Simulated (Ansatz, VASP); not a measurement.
**ReSbC3: VASP beside Ansatz**

Contents of INCAR:

```
SYSTEM = ReSbC3
ALGO = Normal
EDIFF = 1E-6
ENCUT = 520
GGA = PE
ISIF = 2
ISMEAR = 0
LASPH = .True.
LCHARG = .False.
LREAL = .False.
LWAVE = .False.
NBANDS = 20
NELM = 100
PREC = Accurate
SIGMA = 0.1
```

KPOINTS

```
k-points
0
Gamma
  6 6 4
  0 0 0
```

Contents of POSCAR:

```
ReSbC3
1.0
    4.9155517600      0.0000000000      0.0000000000
   -2.4577758800      4.2569927000      0.0000000000
    0.0000000000      0.0000000000      4.6250391100
Re Sb C
1 1 3
Direct
    0.0000000000      0.0000000000      0.5000000000
    0.0000000000      0.0000000000      0.0000000000
    0.5000000000      0.0000000000      0.0000000000
    0.0000000000      0.5000000000      0.0000000000
    0.5000000000      0.5000000000      0.0000000000
```

Input for Ansatz:

```yaml
crystal:
  lattice:
    - [4.91555176, 0.0, 0.0]
    - [-2.45777588, 4.2569927, 0.0]
    - [0.0, 0.0, 4.62503911]
  atoms:
    - { symbol: Re, position: [0.0, 0.0, 0.5] }
    - { symbol: Sb, position: [0.0, 0.0, 0.0] }
    - { symbol: C, position: [0.5, 0.0, 0.0] }
    - { symbol: C, position: [0.0, 0.5, 0.0] }
    - { symbol: C, position: [0.5, 0.5, 0.0] }
basis:
  ecutwfc: 420
kpoints:
  mp_grid: { grid: [6, 6, 4] }
hamiltonian:
  xc: pbe
scf:
  occupations: { method: gaussian, width: 0.1 }
  lower_state_search: "off"
output:
  forces: true
  stress: true
  eigenvalues: true
```

Alike in both runs: task single point; functional PBE; k mesh 6 × 6 × 4; occupations gaussian, width 0.1 eV; no spin polarisation.

|  | VASP | Ansatz |
| --- | --- | --- |
| version | VASP 6.6.1 | Ansatz 0.2.0 |
| potentials or method | VASP PAW PBE potentials, release 64 (Re, Sb, C), cutoff 520 eV | scalar-relativistic, plane waves, PAW |
| valence electrons in the cell | 24 | 42 |

Ansatz gave:

```
gap on the k mesh at the Fermi level (eV)                     : none
pressure (GPa)                                                : 3.7
traceless stress, the component that is largest in VASP (GPa) : 30.22
```

Q: What did VASP give for the same quantities?

A: gap on the k mesh at the Fermi level (eV): none; pressure (GPa): 3.2; traceless stress, the component that is largest in VASP (GPa): 29.17.

A gap of «none» marks a metal or a gap that the smearing closes. VASP's potentials hold 24 valence electrons a cell and Ansatz's 42, so a difference there can come from the potentials and not from the codes.

Spin-orbit coupling is off throughout.
